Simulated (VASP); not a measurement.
# SnSe (P4/nmm) in VASP: notebook

SnSe is run at these levels: LDA; tasks: single point.

All numbers are computed with VASP 6.6.1; they aren't measurements. Logs are shortened: lines on timing, memory, paths and dates and some standing lists are left out, and cuts for length are marked.

**1. The cell of the first run**

Symmetry: P4/nmm, No. 129, tetragonal system. The conventional cell has a = 4.524 Å, b = 4.524 Å, c = 9.862 Å, α = 90.00°, β = 90.00°, γ = 90.00°. Within 3.3 Å of Sn (site symmetry 4mm) lie 5 Se at 2.40 to 3.20 Å. Se (site symmetry 4mm) has 5 Sn at 2.40 to 3.20 Å within 3.3 Å.

**2. Single point, LDA**

INCAR reads:

```
SYSTEM = SnSe
PREC = Accurate
ENCUT = 520
EDIFF = 1E-7
ISMEAR = 0
SIGMA = 0.05
LREAL = .False.
LASPH = .True.
NELM = 100
ALGO = Normal
ISIF = 2
LWAVE = .False.
LCHARG = .True.
GGA = CA
LELF = .True.
LVHAR = .True.
NBANDS = 28
```

KPOINTS reads:

```
Automatic mesh
0
Gamma
  8 8 4
  0 0 0
```

POSCAR reads:

```
SnSe
1.0
    4.5238795632      0.0000000000      0.0000000000
    0.0000000000      4.5238795632      0.0000000000
    0.0000000000      0.0000000000      9.8621361340
Sn Se
2 2
Direct
    0.5000000000      0.0000000000      0.3722291100
    0.0000000000      0.5000000000      0.6277708900
    0.5000000000      0.0000000000      0.6160394900
    0.0000000000      0.5000000000      0.3839605100
```

Potentials or basis: VASP PAW LDA potentials, release 64 (Sn_d, Se).

Launch:

```
$ cat potpaw_LDA.64/Sn_d/POTCAR potpaw_LDA.64/Se/POTCAR > POTCAR
$ mpirun -np 1 vasp_std > vasp.out
```

OUTCAR:

```text
SYSTEM = SnSe
   PREC = Accurate
   ENCUT = 520
   EDIFF = 1E-7
   ISMEAR = 0
   LREAL = .False.
   LASPH = .True.
   NELM = 100
   ISIF = 2
   GGA = CA

 ion  position               nearest neighbor table
   1  0.500  0.000  0.372-   3 2.40   4 3.20   4 3.20   4 3.20   4 3.20
   2  0.000  0.500  0.628-   4 2.40   3 3.20   3 3.20   3 3.20   3 3.20
   3  0.500  0.000  0.616-   1 2.40   2 3.20   2 3.20   2 3.20   2 3.20
   4  0.000  0.500  0.384-   2 2.40   1 3.20   1 3.20   1 3.20   1 3.20

  LATTYP: Found a simple tetragonal cell.
 ALAT       =     4.5238795632
 C/A-ratio  =     2.1800173935

  Lattice vectors:

 A1 = (   4.5238795632,   0.0000000000,   0.0000000000)
 A2 = (   0.0000000000,   4.5238795632,   0.0000000000)
 A3 = (   0.0000000000,   0.0000000000,   9.8621361340)

Analysis of symmetry for initial positions (statically):
=====================================================================
 Subroutine PRICEL returns:
 Original cell was already a primitive cell.

 Routine SETGRP: Setting up the symmetry group for a
 simple tetragonal supercell.

 Subroutine GETGRP returns: Found 16 space group operations
 (whereof  8 operations were pure point group operations)
 out of a pool of 16 trial point group operations.

The static configuration has the point symmetry D_2d.
 The point group associated with its full space group is D_4h.

Analysis of symmetry for dynamics (positions and initial velocities):
=====================================================================
 Subroutine PRICEL returns:
 Original cell was already a primitive cell.

 Routine SETGRP: Setting up the symmetry group for a
 simple tetragonal supercell.

 Subroutine GETGRP returns: Found 16 space group operations
 (whereof  8 operations were pure point group operations)
 out of a pool of 16 trial point group operations.

The dynamic configuration has the point symmetry D_2d.
 The point group associated with its full space group is D_4h.

 Subroutine INISYM returns: Found 16 space group operations
 (whereof  8 operations are pure point group operations),
 and found     1 'primitive' translations

----------------------------------------------------------------------------------------

                                     Primitive cell

  volume of cell :     201.8334

  direct lattice vectors                    reciprocal lattice vectors
     4.523879563  0.000000000  0.000000000     0.221049209  0.000000000  0.000000000
     0.000000000  4.523879563  0.000000000     0.000000000  0.221049209  0.000000000
     0.000000000  0.000000000  9.862136134     0.000000000  0.000000000  0.101397911

  length of vectors
[... 85 lines left out ...]
   NELM   =    100;   NELMIN=  2; NELMDL= -5     # of ELM steps
   EDIFF  = 0.1E-06   stopping-criterion for ELM
   LREAL  =      F    real-space projection
   EDIFFG = 0.1E-05   stopping-criterion for IOM
   NSW    =      0    number of steps for IOM
   IBRION =     -1    ionic relax: 0-MD 1-quasi-New 2-CG
   NFREE  =      0    steps in history (QN), initial steepest desc. (CG)
   ISIF   =      2    stress and relaxation
   ISYM   =      2    0-nonsym 1-usesym 2-fastsym
   POTIM  = 0.5000    time-step for ionic-motion
   TEBEG  =    0.0;   TEEND  =   0.0 temperature during run
   PSTRESS=    0.0 pullay stress
   NELECT =      40.0000    total number of electrons
   NUPDOWN=      -1.0000    fix difference up-down
   EMIN   =  10.00;   EMAX   =-10.00  energy-range for DOS
   EFERMI =   0.00;   METHOD = LEGACY
   ISMEAR =     0;   SIGMA  =   0.05  broadening in eV -4-tet -1-fermi 0-gaus
   EFERMI_NEDOS =   21; number of points for ismear=-14 and -15
   IALGO  =     38    algorithm
   IMIX   =      4    mixing-type and parameters
     AMIX     =   0.40;   BMIX     =  1.00
     AMIX_MAG =   1.60;   BMIX_MAG =  1.00
  volume/ion in A,a.u.               =      50.46       340.51
  Fermi-wavevector in a.u.,A,eV,Ry     =   0.954473  1.803693 12.395171  0.911019
  Thomas-Fermi vector in A             =   2.083223
   LORBIT       =      0    0 simple, 1 ext, 2 COOP (PROOUT), +10 PAW based schemes
   GGA     = CA    functional components
   LHFCALC =     F    Hartree Fock is set to
   AEXX    =    0.0000 exact exchange contribution
   IVDW    =     0    specifies the selected vdW correction
   LEPSILON=     F    determine dielectric tensor
   LRPA    =     F    only Hartree local field effects (RPA)
 non-spin polarized calculation
 Gauss-broadening in eV      SIGMA  =   0.05
  energy-cutoff  :      520.00
  volume of cell :      201.83
 maximum number of plane-waves:      5476
 NGX is ok and might be reduce to    36

 number of electron      40.0000020 magnetization

 Free energy of the ion-electron system (eV)
  ---------------------------------------------------
  ext. energy  EPLUGINS =         0.00000000
  ---------------------------------------------------
  free energy    TOTEN  =       -17.60304095 eV

  energy without entropy =      -17.60304095  energy(sigma->0) =      -17.60304095

 E-fermi :   0.1989     XC(G=0):  -6.4029

 val. band max:       -0.0490248655   @ k =   0.3750   0.0000   0.5000
 cond. band min:       1.2552848016   @ k =   0.3750   0.0000   0.5000
 fundamental gap:      1.3043096671
 Fermi energy:         0.1989094266

 k-point     1 :       0.0000    0.0000    0.0000
  band No.  band energies     occupation
      1     -20.8034      2.00000
      2     -20.7994      2.00000
      3     -20.7957      2.00000
      4     -20.7878      2.00000
      5     -20.7876      2.00000
      6     -20.7517      2.00000
[... 733 lines left out ...]
     27       6.4764      0.00000
     28       6.4764      0.00000

 [... further k-points ...]
[... 5 lines left out ...]
  --------------------------------------------------------------------------------------
  -------------------------------------------------------------------------------------
  Total       -4.4814595     -4.4814595     10.2621345      0.0000000     -0.0000000      0.0000000
  in kB      -35.5743519    -35.5743519     81.4620289      0.0000000     -0.0000000      0.0000000
  external PRESSURE =       3.4377750 kB  Pullay stress =       0.0000000 kB

 VOLUME and BASIS-vectors are now :
 -----------------------------------------------------------------------------
  energy-cutoff  :      520.00
  volume of cell :      201.83
      direct lattice vectors                 reciprocal lattice vectors
     4.523879563  0.000000000  0.000000000     0.221049209  0.000000000  0.000000000
     0.000000000  4.523879563  0.000000000     0.000000000  0.221049209  0.000000000
     0.000000000  0.000000000  9.862136134     0.000000000  0.000000000  0.101397911

 POSITION                                       TOTAL-FORCE (eV/Angst)
 -----------------------------------------------------------------------------------
      2.26194      0.00000      3.67097        -0.000000     -0.000000     -1.999695
      0.00000      2.26194      6.19116         0.000000     -0.000000      1.999695
      2.26194      0.00000      6.07547        -0.000000     -0.000000      2.298173
      0.00000      2.26194      3.78667        -0.000000      0.000000     -2.298173
 -----------------------------------------------------------------------------------
    total drift:                                0.000000      0.000000      0.000000

  FREE ENERGIE OF THE ION-ELECTRON SYSTEM (eV)
  ---------------------------------------------------
  free  energy   TOTEN  =       -17.6030409508 eV

  energy  without entropy=      -17.6030409508  energy(sigma->0) =      -17.60304095
```

Run time: 7.2 min. Hardware: 1 thread of Intel Xeon 8259CL, shared host; peak memory 0.4 GiB.

What came out:

| Property | Result |
| --- | --- |
| Free energy | -17.6030 eV |
| Pressure | 0.3 GPa |
| Largest force | 2.298 eV/Å |
| Band gap on the k mesh | 1.30 eV |

Forces in eV/Å, atoms in the order of the input:
```
Sn   0.000  0.000 -2.000
Sn   0.000  0.000  2.000
Se   0.000  0.000  2.298
Se   0.000  0.000 -2.298
```

Caveat: the stress differs along the axes, from -4 to 8 GPa; spin-orbit coupling is left out, which moves the levels of the heavy elements; forces of over 1 eV/Å act on the atoms, so gaps and moduli don't describe the material at rest.

**3. Single point, LDA**

This run uses another cell than the first one, of the same volume but with other edges.

INCAR reads:

```
SYSTEM = SnSe
PREC     = Accurate       ! precision mode
ENCUT    = 520            ! plane-wave cutoff, eV
EDIFF    = 1E-6           ! SCF threshold, eV
ISMEAR   = 0              ! smearing method
SIGMA    = 0.05           ! smearing width, eV
LREAL    = .FALSE.        ! projectors in reciprocal space
LASPH    = .TRUE.         ! aspherical terms in the spheres
NELM     = 80             ! most SCF steps
ALGO     = Normal         ! electronic algorithm
ISIF     = 2              ! what is computed and relaxed
LWAVE    = .FALSE.        ! write WAVECAR
LCHARG   = .FALSE.        ! write CHGCAR
GGA      = CA             ! functional
NBANDS   = 28             ! bands
```

KPOINTS reads:

```
regular mesh
0
G
  8 8 4
  0 0 0
```

POSCAR reads:

```
SnSe
1.0
    4.0326474969      0.0000000000      0.0000000000
    0.0000000000      4.0326474969      0.0000000000
    0.0000000000      0.0000000000     12.4111647320
Sn Se
2 2
Direct
    0.5000000000      0.0000000000      0.3722291100
    0.0000000000      0.5000000000      0.6277708900
    0.5000000000      0.0000000000      0.6160394900
    0.0000000000      0.5000000000      0.3839605100
```

Potentials or basis: VASP PAW LDA potentials, release 64 (Sn_d, Se).

Launch:

```
$ cat potpaw_LDA.64/Sn_d/POTCAR potpaw_LDA.64/Se/POTCAR > POTCAR
$ mpirun -np 1 vasp_std > vasp.out
```

Run time: 7.8 min. Hardware: 1 thread of Intel Xeon 8259CL, shared host; peak memory 0.38 GiB.

The run converged. Its results:

| Item | Value |
| --- | --- |
| Free energy | -18.0627 eV |
| Largest force | 0.609 eV/Å |
| Band gap on the k mesh | 0.53 eV (least direct gap 0.88 eV) |

Forces in eV/Å, atoms in the order of the input:
```
Sn   0.000  0.000  0.593
Sn   0.000  0.000 -0.593
Se   0.000  0.000 -0.609
Se   0.000  0.000  0.609
```

Levels at points of the mesh, in eV from the valence-band top:
```tsv
k point	band 17	band 18	band 19	band 20	band 21	band 22	band 23	band 24
(0.00, 0.00, 0.00)	-3.41	-2.66	-2.66	-1.26	0.88	2.93	3.52	4.34
(0.50, 0.00, 0.00)	-1.76	-1.76	-0.05	-0.05	1.17	1.17	1.72	1.72
(0.50, 0.50, 0.00)	-4.68	-4.68	-2.12	-2.12	2.23	2.23	3.85	3.85
(0.00, 0.00, 0.50)	-3.41	-2.66	-2.66	-1.26	0.85	3.44	3.52	3.92
(0.50, 0.00, 0.50)	-1.76	-1.76	-0.05	-0.05	1.17	1.17	1.71	1.71
(0.50, 0.50, 0.50)	-4.68	-4.68	-2.12	-2.12	2.23	2.23	3.86	3.86
```

Caveat: there is no dipole correction, which matters where the two faces differ; semilocal functionals underestimate gaps, and a narrow one can read as zero; spin-orbit coupling is left out, which moves the levels of the heavy elements.

**4. Single point, LDA**

This run uses another cell than the first one, of the same volume but with other edges.

INCAR reads:

```
PREC = Accurate
ENCUT = 520
EDIFF = 1E-6
ISMEAR = 0
SIGMA = 0.05
LREAL = F
LASPH = T
NELM = 60
ALGO = Normal
ISIF = 2
LWAVE = F
LCHARG = F
NBANDS = 28
```

KPOINTS reads:

```
regular mesh
0
Gamma
  8 8 4
```

POSCAR reads:

```
SnSe
1.0
    4.4061038988      0.0000000000      0.0000000000
    0.0000000000      4.4061038988      0.0000000000
    0.0000000000      0.0000000000     10.3964146894
Sn Se
2 2
Direct
    0.5000000000      0.0000000000      0.3722291100
    0.0000000000      0.5000000000      0.6277708900
    0.5000000000      0.0000000000      0.6160394900
    0.0000000000      0.5000000000      0.3839605100
```

Launch:

```
$ cat potpaw_LDA.64/Sn_d/POTCAR potpaw_LDA.64/Se/POTCAR > POTCAR
$ mpirun -np 1 vasp_std > vasp.out
```

Wall time 9.1 min (1 thread of Intel Xeon 8259CL, shared host); peak memory 0.39 GiB.

The run converged. Its results:

```
Free energy            : -18.1828 eV
Pressure               : -0.9 GPa
Largest force          : 0.867 eV/Å
Band gap on the k mesh : 1.06 eV
```

Forces in eV/Å, atoms in the order of the input:
```
Sn   0.000  0.000 -0.659
Sn   0.000  0.000  0.659
Se   0.000  0.000  0.867
Se   0.000  0.000 -0.867
```

Stress tensor (GPa, compression positive):
```
-2.91  0.00  0.00
 0.00 -2.91  0.00
 0.00  0.00  3.03
```

Levels at points of the mesh, in eV from the valence-band top:
| k point | band 18 | band 19 | band 20 | band 21 | band 22 | band 23 |
| --- | --- | --- | --- | --- | --- | --- |
| (0.00, 0.00, 0.00) | -1.36 | -1.36 | -0.23 | 2.21 | 3.75 | 3.80 |
| (0.50, 0.00, 0.00) | -1.53 | -0.46 | -0.46 | 1.55 | 1.55 | 2.10 |
| (0.50, 0.50, 0.00) | -2.66 | -1.53 | -1.53 | 4.26 | 4.26 | 4.30 |
| (0.00, 0.00, 0.50) | -1.36 | -1.36 | -0.22 | 1.96 | 3.76 | 3.79 |
| (0.50, 0.00, 0.50) | -1.53 | -0.46 | -0.46 | 1.55 | 1.55 | 2.10 |
| (0.50, 0.50, 0.50) | -2.66 | -1.53 | -1.53 | 4.18 | 4.18 | 4.28 |

Caveat: the stress differs along the axes, from -3 to 3 GPa; spin-orbit coupling is left out, which moves the levels of the heavy elements.

**5. Single point, LDA**

This run uses another cell than the first one, of the same volume but with other edges.

INCAR reads:

```
SYSTEM = SnSe
PREC = Accurate
ENCUT = 520
EDIFF = 1E-7
ISMEAR = 0
SIGMA = 0.05
LREAL = .FALSE.
LASPH = .TRUE.
NELM = 80
ALGO = Normal
ISIF = 2
LWAVE = .FALSE.
LCHARG = .TRUE.
GGA = CA
LELF = .TRUE.
LVHAR = .TRUE.
NBANDS = 28
```

KPOINTS reads:

```
Automatic mesh
0
G
  8 8 4
  0 0 0
```

POSCAR reads:

```
SnSe
1.0
    4.1513222573      0.0000000000      0.0000000000
    0.0000000000      4.1513222573      0.0000000000
    0.0000000000      0.0000000000     11.7117061173
Sn Se
2 2
Direct
    0.5000000000      0.0000000000      0.3722291100
    0.0000000000      0.5000000000      0.6277708900
    0.5000000000      0.0000000000      0.6160394900
    0.0000000000      0.5000000000      0.3839605100
```

Potentials or basis: VASP PAW LDA potentials, release 64 (Sn_d, Se).

Launch:

```
$ cat potpaw_LDA.64/Sn_d/POTCAR potpaw_LDA.64/Se/POTCAR > POTCAR
$ mpirun -np 1 vasp_std > vasp.out
```

OUTCAR:

```text
SYSTEM = SnSe
   PREC = Accurate
   ENCUT = 520
   EDIFF = 1E-7
   ISMEAR = 0
   LREAL = .FALSE.
   LASPH = .TRUE.
   NELM = 80
   ISIF = 2
   GGA = CA

 ion  position               nearest neighbor table
   1  0.500  0.000  0.372-   3 2.86   4 2.94   4 2.94   4 2.94   4 2.94
   2  0.000  0.500  0.628-   4 2.86   3 2.94   3 2.94   3 2.94   3 2.94
   3  0.500  0.000  0.616-   1 2.86   2 2.94   2 2.94   2 2.94   2 2.94
   4  0.000  0.500  0.384-   2 2.86   1 2.94   1 2.94   1 2.94   1 2.94

  LATTYP: Found a simple tetragonal cell.
 ALAT       =     4.1513222573
 C/A-ratio  =     2.8211989798

[... 937 lines left out ...]

 [... further k-points ...]
[... 5 lines left out ...]
  --------------------------------------------------------------------------------------
  -------------------------------------------------------------------------------------
  Total        0.1099726      0.1099726     -3.2831733      0.0000000      0.0000000     -0.0000000
  in kB        0.8729753      0.8729753    -26.0622153      0.0000000      0.0000000     -0.0000000
  external PRESSURE =      -8.1054216 kB  Pullay stress =       0.0000000 kB

 VOLUME and BASIS-vectors are now :
 -----------------------------------------------------------------------------
  energy-cutoff  :      520.00
  volume of cell :      201.83
      direct lattice vectors                 reciprocal lattice vectors
     4.151322257  0.000000000  0.000000000     0.240887105  0.000000000  0.000000000
     0.000000000  4.151322257  0.000000000     0.000000000  0.240887105  0.000000000
     0.000000000  0.000000000 11.711706117     0.000000000  0.000000000  0.085384656

 POSITION                                       TOTAL-FORCE (eV/Angst)
 -----------------------------------------------------------------------------------
      2.07566      0.00000      4.35944        -0.000000      0.000000      0.650876
      0.00000      2.07566      7.35227         0.000000     -0.000000     -0.650876
      2.07566      0.00000      7.21487         0.000000      0.000000     -0.481888
      0.00000      2.07566      4.49683        -0.000000      0.000000      0.481888
 -----------------------------------------------------------------------------------
    total drift:                                0.000000      0.000000      0.000000

  FREE ENERGIE OF THE ION-ELECTRON SYSTEM (eV)
  ---------------------------------------------------
  free  energy   TOTEN  =       -18.3469900915 eV

  energy  without entropy=      -18.3469900915  energy(sigma->0) =      -18.34699009
```

stdout:

```text
POSCAR found type information on POSCAR SnSe
 POSCAR found :  2 types and       4 ions
 scaLAPACK will be used
 LDA part: xc-table for (Slater(with rela. corr.)+CA(PZ))
 , standard interpolation
 POSCAR, INCAR and KPOINTS ok, starting setup
 FFT: planning ... GRIDC
 FFT: planning ... GRID_SOFT
 FFT: planning ... GRID
 WAVECAR not read
 entering main loop
```

Wall time 8.5 min (1 thread of Intel Xeon 8259CL, shared host); peak memory 0.38 GiB.

Results:

```
Free energy            : -18.3470 eV
Largest force          : 0.651 eV/Å
Band gap on the k mesh : 0.85 eV (least direct gap 1.03 eV)
```

Forces on the atoms (eV/Å):
```
Sn   0.000  0.000  0.651
Sn   0.000  0.000 -0.651
Se   0.000  0.000 -0.482
Se   0.000  0.000  0.482
```

Caveat: there is no dipole correction, which matters where the two faces differ; spin-orbit coupling is left out, which moves the levels of the heavy elements.

**6. Overview**

| cell | gap on the mesh (eV) | pressure (GPa) | largest force (eV/Å) |
| --- | --- | --- | --- |
| a = 4.524, b = 4.524, c = 9.862 Å, 4 atoms | 1.30 | 0.3 | 2.30 |
| a = 4.033, b = 4.033, c = 12.411 Å, 4 atoms | 0.53 | - | 0.61 |
| a = 4.406, b = 4.406, c = 10.396 Å, 4 atoms | 1.06 | -0.9 | 0.87 |
| a = 4.151, b = 4.151, c = 11.712 Å, 4 atoms | 0.85 | - | 0.65 |

Alike in all rows: task single point; level LDA; potentials or basis VASP PAW LDA potentials, release 64 (Sn_d, Se); no spin polarisation; k mesh 8 × 8 × 4; cutoff (eV) 520; smearing gaussian 0.05 eV.

Caveats: spin-orbit coupling is left out, which moves the levels of the heavy elements; there is no dipole correction, which matters where the two faces differ (at least some runs); the stress differs along the axes, from -4 to 8 GPa (at least some runs); forces of over 1 eV/Å act on the atoms, so gaps and moduli don't describe the material at rest (at least some runs); semilocal functionals underestimate gaps, and a narrow one can read as zero (at least some runs); the stress differs along the axes, from -3 to 3 GPa (at least some runs).

Total energies depend on the potentials used, so only differences within one code and one set of settings carry meaning.
